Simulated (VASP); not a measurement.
Ti4C: relaxation of the atoms with PBEsol

System: Ti4C, a slab with vacuum.

```
Ti C
1.0
     2.86763    0.00000    0.00000
     0.00000    4.05544    0.00000
     0.00000    0.00000   19.60542
Ti C
4 1
Direct
  0.50000 0.50000 0.20403
  0.00000 0.00000 0.27716
  0.50000 0.50000 0.34342
  0.00000 0.00000 0.41343
  0.50000 0.40000 0.43689
```

```
Program                             : VASP 6.6.1
Task                                : relaxation of the atoms
Functional                          : PBEsol
Potentials or basis                 : VASP PAW PBE potentials, release 64 (Ti_sv, C)
Cutoff                              : 520 eV
k mesh                              : 9 × 7 × 1
Occupations                         : gaussian, width 0.1 eV
Spin                                : no spin polarisation
Dipole correction                   : yes
Atoms held fixed (from 0)           : [0, 1, 2, 3]
Further INCAR settings              : ALGO = Normal; EDIFF = 1e-06; IBRION = 2; EDIFFG = -0.025; NSW = 36
Atoms held along some axes (from 0) : atom 4 along a and b
```

| Quantity | Value |
| --- | --- |
| Energy gained by relaxing | 0.0 meV/atom |
| Ionic steps | 2 |
| Band gap on the k mesh | zero (bands 26 and 27 overlap by 0.24 eV) |

Step by step:
```tsv
step	energy change (eV)	largest force on free atoms (eV/Å)	pressure (GPa)
1	0.0000	0.0627	-0.93
2	-0.0001	0.0113	-0.96
```

Final structure:
```
Ti C
1.0
     2.86763    0.00000    0.00000
     0.00000    4.05544    0.00000
     0.00000    0.00000   19.60542
Ti C
4 1
Direct
  0.50000 0.50000 0.20403
  0.00000 0.00000 0.27716
  0.50000 0.50000 0.34342
  0.00000 0.00000 0.41343
  0.50000 0.40000 0.43704
```

Levels at points of the mesh, in eV from the Fermi level:
| k point | band 23 | band 24 | band 25 | band 26 | band 27 | band 28 | band 29 | band 30 |
| --- | --- | --- | --- | --- | --- | --- | --- | --- |
| (0.00, 0.00, 0.00) | -1.03 | -0.64 | -0.07 | 0.20 | 0.22 | 0.38 | 0.55 | 0.95 |

Wall time 2.6 min on 1 thread of Intel(R) Xeon(R) 6975P-C (Granite Rapids), with other jobs on the host, peak memory 0.39 GiB.

Caveat: the PAW data sets were made with another functional, which shifts forces and pressure a little.
